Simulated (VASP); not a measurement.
# SnTeCl2 (P4/mmm) in VASP: a series of runs, part 2 of 2

VASP 6.6.1. Earlier steps stand in the parts before.

## (3) Single point, PBE

This run uses another cell than the first one, of 33.34 Å³/atom, 0.918 times its volume.

INCAR reads:

```
PREC = Accurate ; ENCUT = 520
EDIFF = 1E-6 ; ISMEAR = 0
SIGMA = 0.1 ; LREAL = False
LASPH = True ; NELM = 80
ALGO = Normal ; ISIF = 2
LWAVE = False ; LCHARG = True
GGA = PE ; LELF = True
LVHAR = True ; NBANDS = 25
```

KPOINTS reads:

```
regular mesh
0
Gamma
  4 4 2
```

POSCAR reads:

```
SnTeCl2
1.0
    4.0120581000      0.0000000000      0.0000000000
    0.0000000000      4.0120581000      0.0000000000
    0.0000000000      0.0000000000      8.2851861700
Sn Te Cl
1 1 2
Direct
    0.0000000000      0.0000000000      0.0000000000
    0.5000000000      0.5000000000      0.0000000000
    0.0000000000      0.0000000000      0.3058449900
    0.0000000000      0.0000000000      0.6941550100
```

Potentials or basis: VASP PAW PBE potentials, release 64 (Sn_d, Te, Cl).

The run is started by

```console
cat potpaw_PBE.64/Sn_d/POTCAR potpaw_PBE.64/Te/POTCAR potpaw_PBE.64/Cl/POTCAR > POTCAR
mpirun -np 1 vasp_std > vasp.out
```

OUTCAR:

```text
PREC = Accurate
   ENCUT = 520
   EDIFF = 1E-6
   ISMEAR = 0
   LREAL = False
   LASPH = True
   NELM = 80
   ISIF = 2
   GGA = PE

 ion  position               nearest neighbor table
   1  0.000  0.000  0.000-   3 2.53   4 2.53   2 2.84   2 2.84   2 2.84   2 2.84
   2  0.500  0.500  0.000-   1 2.84   1 2.84   1 2.84   1 2.84
   3  0.000  0.000  0.306-   1 2.53
   4  0.000  0.000  0.694-   1 2.53

  LATTYP: Found a simple tetragonal cell.
 ALAT       =     4.0120581000
 C/A-ratio  =     2.0650713333

  Lattice vectors:

 A1 = (   4.0120581000,   0.0000000000,   0.0000000000)
 A2 = (   0.0000000000,   4.0120581000,   0.0000000000)
 A3 = (   0.0000000000,   0.0000000000,   8.2851861700)

Analysis of symmetry for initial positions (statically):
=====================================================================
 Subroutine PRICEL returns:
 Original cell was already a primitive cell.

 Routine SETGRP: Setting up the symmetry group for a
 simple tetragonal supercell.

 Subroutine GETGRP returns: Found 16 space group operations
 (whereof 16 operations were pure point group operations)
 out of a pool of 16 trial point group operations.

The static configuration has the point symmetry D_4h.

Analysis of symmetry for dynamics (positions and initial velocities):
=====================================================================
 Subroutine PRICEL returns:
 Original cell was already a primitive cell.

 Routine SETGRP: Setting up the symmetry group for a
 simple tetragonal supercell.

 Subroutine GETGRP returns: Found 16 space group operations
 (whereof 16 operations were pure point group operations)
 out of a pool of 16 trial point group operations.

The dynamic configuration has the point symmetry D_4h.

 Subroutine INISYM returns: Found 16 space group operations
 (whereof 16 operations are pure point group operations),
[... 103 lines left out ...]
   EFERMI_NEDOS =   21; number of points for ismear=-14 and -15
   IALGO  =     38    algorithm
   IMIX   =      4    mixing-type and parameters
     AMIX     =   0.40;   BMIX     =  1.00
     AMIX_MAG =   1.60;   BMIX_MAG =  1.00
  volume/ion in A,a.u.               =      33.34       225.00
  Fermi-wavevector in a.u.,A,eV,Ry     =   1.038059  1.961648 14.661196  1.077567
  Thomas-Fermi vector in A             =   2.172526
   LORBIT       =      0    0 simple, 1 ext, 2 COOP (PROOUT), +10 PAW based schemes
   GGA     = PE    functional components
   LHFCALC =     F    Hartree Fock is set to
   AEXX    =    0.0000 exact exchange contribution
   IVDW    =     0    specifies the selected vdW correction
   LEPSILON=     F    determine dielectric tensor
   LRPA    =     F    only Hartree local field effects (RPA)
 non-spin polarized calculation
 Gauss-broadening in eV      SIGMA  =   0.10
  energy-cutoff  :      520.00
  volume of cell :      133.36
 maximum number of plane-waves:      3609
 NGX is ok and might be reduce to    30
   NGX = 15   NGY = 15   NGZ = 31

 number of electron      34.0000007 magnetization

 Free energy of the ion-electron system (eV)
  ---------------------------------------------------
  ext. energy  EPLUGINS =         0.00000000
  ---------------------------------------------------
  free energy    TOTEN  =       -11.48450358 eV

  energy without entropy =      -11.46194345  energy(sigma->0) =      -11.47322352

 E-fermi :   1.5533     XC(G=0):  -7.9011

 val. band max:        1.5152662723   @ k =   0.2500   0.0000   0.0000
 cond. band min:       1.5592214656   @ k =   0.2500   0.2500   0.0000
 fundamental gap:      0.0439551933
 Fermi energy:         1.5533341110

 k-point     1 :       0.0000    0.0000    0.0000
  band No.  band energies     occupation
      1     -20.1565      2.00000
      2     -20.1441      2.00000
      3     -20.0727      2.00000
      4     -19.9936      2.00000
      5     -19.9936      2.00000
      6     -12.5376      2.00000
[... 325 lines left out ...]
     24      11.1194      0.00000
     25      11.1194      0.00000

------------------------ aborting loop because EDIFF is reached ----------------------------------------

  FORCE on cell =-STRESS in cart. coord.  units (eV):
  Direction    XX          YY          ZZ          XY          YZ          ZX
  --------------------------------------------------------------------------------------
  -------------------------------------------------------------------------------------
  Total        5.6487664      5.6487664     -3.8422447      0.0000000      0.0000000     -0.0000000
  in kB       67.8621314     67.8621314    -46.1592675      0.0000000      0.0000000     -0.0000000
  external PRESSURE =      29.8549984 kB  Pullay stress =       0.0000000 kB

 VOLUME and BASIS-vectors are now :
 -----------------------------------------------------------------------------
  energy-cutoff  :      520.00
  volume of cell :      133.36
      direct lattice vectors                 reciprocal lattice vectors
     4.012058100  0.000000000  0.000000000     0.249248634  0.000000000  0.000000000
     0.000000000  4.012058100  0.000000000     0.000000000  0.249248634  0.000000000
     0.000000000  0.000000000  8.285186170     0.000000000  0.000000000  0.120697348

 POSITION                                       TOTAL-FORCE (eV/Angst)
 -----------------------------------------------------------------------------------
      0.00000      0.00000      0.00000        -0.000000      0.000000      0.000000
      2.00603      2.00603      0.00000        -0.000000      0.000000      0.000000
      0.00000      0.00000      2.53398        -0.000000      0.000000     -0.506908
      0.00000      0.00000      5.75120         0.000000      0.000000      0.506908
 -----------------------------------------------------------------------------------
    total drift:                                0.000000      0.000000      0.000000

  FREE ENERGIE OF THE ION-ELECTRON SYSTEM (eV)
  ---------------------------------------------------
  free  energy   TOTEN  =       -11.4845035835 eV

  energy  without entropy=      -11.4619434541  energy(sigma->0) =      -11.47322352
```

OSZICAR:

```text
N       E                     dE             d eps       ncg     rms          rms(c)
DAV:   1     0.297427511478E+03    0.29743E+03   -0.14855E+04   620   0.138E+03
DAV:   2     0.259806628638E+02   -0.27145E+03   -0.25596E+03   672   0.356E+02
DAV:   3    -0.110129983810E+02   -0.36994E+02   -0.35692E+02   749   0.125E+02
DAV:   4    -0.124573185791E+02   -0.14443E+01   -0.14389E+01   727   0.281E+01
DAV:   5    -0.125116101979E+02   -0.54292E-01   -0.54281E-01   904   0.529E+00    0.746E+00
DAV:   6    -0.115446319208E+02    0.96698E+00   -0.13072E+00   864   0.112E+01    0.502E+00
DAV:   7    -0.115024081516E+02    0.42224E-01   -0.33371E-01   784   0.288E+00    0.285E+00
DAV:   8    -0.114859286353E+02    0.16480E-01   -0.56178E-02   774   0.131E+00    0.686E-01
DAV:   9    -0.114846538186E+02    0.12748E-02   -0.40317E-03   792   0.511E-01    0.280E-01
DAV:  10    -0.114846725367E+02   -0.18718E-04   -0.20680E-03   754   0.325E-01    0.991E-02
DAV:  11    -0.114845468658E+02    0.12567E-03   -0.23098E-04   684   0.130E-01    0.389E-02
DAV:  12    -0.114845106051E+02    0.36261E-04   -0.57329E-05   617   0.475E-02    0.165E-02
DAV:  13    -0.114845063881E+02    0.42170E-05   -0.67540E-06   832   0.179E-02    0.609E-03
DAV:  14    -0.114845040129E+02    0.23751E-05   -0.28216E-06   520   0.998E-03    0.335E-03
DAV:  15    -0.114845035835E+02    0.42948E-06   -0.52313E-07   485   0.427E-03
   1 F= -.11484504E+02 E0= -.11473224E+02  d E =-.225601E-01
```

Wall time 40 s (1 thread of Intel Xeon Platinum 8259CL at 2.50GHz (Skylake/Cascade Lake), shared host); peak memory 0.24 GiB.

Results:

```
Free energy            : -11.4845 eV
Pressure               : 3.0 GPa
Largest force          : 0.507 eV/Å
Band gap on the k mesh : zero (band 17 reaches 1.65 eV, above the bottom of band 18 at 1.11 eV)
```

Forces in eV/Å, atoms in the order of the input:
```
Sn   0.000  0.000  0.000
Te   0.000  0.000  0.000
Cl   0.000  0.000 -0.507
Cl   0.000  0.000  0.507
```

Caveat: the k points lie up to 0.39 Å⁻¹ apart; spin-orbit coupling is left out, which moves the levels of the heavy elements; this functional lacks dispersion, which binds the layers, so the pressure and a relaxed spacing across them are unreliable.

## (4) Single point, PBE

INCAR reads:

```
ALGO = Normal ; EDIFF = 1E-7
ENCUT = 520 ; GGA = PE
ISIF = 2 ; ISMEAR = 0
LASPH = True ; LCHARG = False
LREAL = False ; LWAVE = False
NBANDS = 25 ; NELM = 80
PREC = Accurate ; SIGMA = 0.1
```

KPOINTS reads:

```
k-points
0
Gamma
  4 4 2
```

POSCAR reads:

```
SnTeCl2
1.0
    4.3130671434      0.0000000000      0.0000000000
    0.0000000000      4.3130671434      0.0000000000
    0.0000000000      0.0000000000      7.8057476706
Sn Te Cl
1 1 2
Direct
    0.0000000000      0.0000000000      0.0000000000
    0.5000000000      0.5000000000      0.0000000000
    0.0000000000      0.0000000000      0.3121442992
    0.0000000000      0.0000000000      0.6878557008
```

The run is started by

```console
cat potpaw_PBE.64/Sn_d/POTCAR potpaw_PBE.64/Te/POTCAR potpaw_PBE.64/Cl/POTCAR > POTCAR
mpirun -np 1 vasp_std > vasp.out
```

It took 36 s on 1 thread of Intel Xeon Platinum 8259CL at 2.50GHz (Skylake/Cascade Lake), shared host; peak memory 0.25 GiB.

It converged, with:

```yaml
Free_energy: -11.9633 eV
Pressure: 0.0 GPa
Largest_force: 0.024 eV/Å
Band_gap_on_the_k_mesh: zero (band 17 reaches 1.32 eV, above the bottom of band 18 at 0.77 eV)
```

Forces on the atoms (eV/Å):
```
Sn   0.000  0.000  0.000
Te   0.000  0.000  0.000
Cl   0.000  0.000 -0.024
Cl   0.000  0.000  0.024
```

Stress tensor (GPa, compression positive):
```
 0.04  0.00  0.00
 0.00  0.04  0.00
 0.00  0.00 -0.23
```

Levels at points of the mesh, in eV from the Fermi level:
| k point | band 15 | band 16 | band 17 | band 18 | band 19 | band 20 |
| --- | --- | --- | --- | --- | --- | --- |
| (0.00, 0.00, 0.00) | -1.13 | -1.13 | -1.01 | -0.41 | 4.16 | 5.53 |
| (0.50, 0.00, 0.00) | -1.47 | -0.60 | 0.13 | 1.76 | 1.80 | 1.85 |
| (0.50, 0.50, 0.00) | -1.79 | -1.79 | -1.26 | -0.27 | 6.74 | 6.74 |
| (0.00, 0.00, 0.50) | -0.88 | -0.88 | -0.68 | 0.52 | 4.17 | 5.62 |
| (0.50, 0.00, 0.50) | -1.16 | -0.60 | 0.00 | 1.88 | 1.97 | 2.38 |
| (0.50, 0.50, 0.50) | -1.40 | -1.40 | -0.28 | 0.37 | 5.85 | 6.42 |

Caveat: the k points lie up to 0.40 Å⁻¹ apart; spin-orbit coupling is left out, which moves the levels of the heavy elements; this functional lacks dispersion, which binds the layers, so the pressure and a relaxed spacing across them are unreliable.

## (5) Relaxation of cell and atoms, PBE

This run uses another cell than the first one, of 33.34 Å³/atom, 0.918 times its volume.

INCAR reads:

```
PREC = Accurate ; ENCUT = 600
EDIFF = 1E-7 ; ISMEAR = 0
SIGMA = 0.1 ; LREAL = F
LASPH = T ; NELM = 80
ALGO = Normal ; ISIF = 3
LWAVE = F ; LCHARG = F
GGA = PE ; IBRION = 2
NSW = 90 ; EDIFFG = -0.04
```

KPOINTS reads:

```
Automatic mesh
0
Gamma
  4 4 2
```

POSCAR reads:

```
SnTeCl2
1.0
    4.0120581000      0.0000000000      0.0000000000
    0.0000000000      4.0120581000      0.0000000000
    0.0000000000      0.0000000000      8.2851861700
Sn Te Cl
1 1 2
Direct
    0.0000000000      0.0000000000      0.0000000000
    0.5000000000      0.5000000000      0.0000000000
    0.0000000000      0.0000000000      0.3058449900
    0.0000000000      0.0000000000      0.6941550100
```

The run is started by

```console
cat potpaw_PBE.64/Sn_d/POTCAR potpaw_PBE.64/Te/POTCAR potpaw_PBE.64/Cl/POTCAR > POTCAR
mpirun -np 1 vasp_std > vasp.out
```

It took 5.2 min on 1 thread of Intel Xeon Platinum 8259CL at 2.50GHz (Skylake/Cascade Lake), shared host; peak memory 0.29 GiB.

It converged, with:

```yaml
Free_energy: -11.9617 eV
Relaxed_volume: 36.34 Å³/atom
Relaxed_cell: a = 4.323 Å, b = 4.323 Å, c = 7.779 Å, α = 90.00°, β = 90.00°, γ = 90.00°
Space_group_after_relaxing_to_0.05_Å: P4/mmm (No. 123)
Energy_gained_by_relaxing: 119.2 meV/atom
Ionic_steps: 14
Pressure_after_relaxing: 0.0 GPa
Largest_force_after_relaxing: 0.014 eV/Å
Band_gap_on_the_k_mesh: zero (band 17 reaches 1.32 eV, above the bottom of band 18 at 0.78 eV)
```

Forces on the atoms (eV/Å):
```
Sn   0.000  0.000  0.000
Te   0.000  0.000  0.000
Cl   0.000  0.000  0.014
Cl   0.000  0.000 -0.014
```

Stress tensor (GPa, compression positive):
```
-0.08  0.00  0.00
 0.00 -0.08  0.00
 0.00  0.00  0.14
```

Step by step:
```csv
step,energy change (eV),largest force (eV/Å),pressure (GPa),volume (Å³)
1,0.0000,0.5078,3.02,133.36
2,-0.4525,0.4214,0.88,145.25
3,-0.4528,0.3958,0.89,145.02
4,-0.4620,0.0813,-0.54,149.84
5,-0.4660,0.0799,-0.06,148.07
6,-0.4681,0.0967,-0.09,148.22
7,-0.4698,0.1457,-0.18,148.63
8,-0.4700,0.1336,-0.16,148.53
9,-0.4715,0.1100,-0.19,148.27
10,-0.4746,0.0372,-0.24,147.50
11,-0.4749,0.1086,-0.30,145.95
12,-0.4758,0.0333,-0.28,146.72
13,-0.4769,0.0205,0.03,145.17
14,-0.4769,0.0137,-0.01,145.36
```

Final structure:
```
CELL_PARAMETERS angstrom
4.32262 0.00000 0.00000
0.00000 4.32262 0.00000
0.00000 0.00000 7.77936
ATOMIC_POSITIONS crystal
Sn 0.00000 0.00000 0.00000
Te 0.50000 0.50000 0.00000
Cl 0.00000 0.00000 0.31245
Cl 0.00000 0.00000 0.68755
```

Levels at points of the mesh, in eV from the Fermi level:
```
           k point  band 14  band 15  band 16  band 17  band 18  band 19  band 20  band 21
(0.00, 0.00, 0.00)    -1.56    -1.13    -1.13    -1.01    -0.41     4.17     5.49     5.58
(0.50, 0.00, 0.00)    -2.11    -1.50    -0.60     0.13     1.75     1.78     1.85     5.45
(0.50, 0.50, 0.00)    -1.98    -1.81    -1.81    -1.27    -0.26     6.75     6.75     7.19
(0.00, 0.00, 0.50)    -1.90    -0.88    -0.88    -0.68     0.54     4.18     5.58     5.58
(0.50, 0.00, 0.50)    -1.83    -1.15    -0.60     0.00     1.88     1.97     2.38     4.65
(0.50, 0.50, 0.50)    -2.38    -1.40    -1.40    -0.27     0.39     5.87     6.43     6.43
```

Caveat: the k points lie up to 0.40 Å⁻¹ apart in the final cell; spin-orbit coupling is left out, which moves the levels of the heavy elements; this functional lacks dispersion, which binds the layers, so the pressure and a relaxed spacing across them are unreliable.

## (6) Overview

```csv
task,cell,k mesh,cutoff (eV),gap on the mesh (eV),pressure (GPa),relaxed volume (Å³/atom),largest force (eV/Å)
relaxation of cell and atoms,"relaxed from a = 4.313, b = 4.313, c = 7.806 Å, 4 atoms",12 × 12 × 6,600,none,0.0,37.19,-
single point,"a = 4.012, b = 4.012, c = 8.285 Å, 4 atoms",4 × 4 × 2,520,none,3.0,-,0.51
single point,"a = 4.313, b = 4.313, c = 7.806 Å, 4 atoms",4 × 4 × 2,520,none,0.0,-,0.02
relaxation of cell and atoms,"relaxed from a = 4.012, b = 4.012, c = 8.285 Å, 4 atoms",4 × 4 × 2,600,none,0.0,36.34,0.01
```

Alike in all rows: level PBE; potentials or basis VASP PAW PBE potentials, release 64 (Sn_d, Te, Cl); no spin polarisation; smearing gaussian 0.1 eV.

Caveats: some runs use coarse meshes; spin-orbit coupling is left out, which moves the levels of the heavy elements; this functional lacks dispersion, which binds the layers, so the pressure and a relaxed spacing across them are unreliable.

Absolute energies hang on the potentials; compare differences alone.
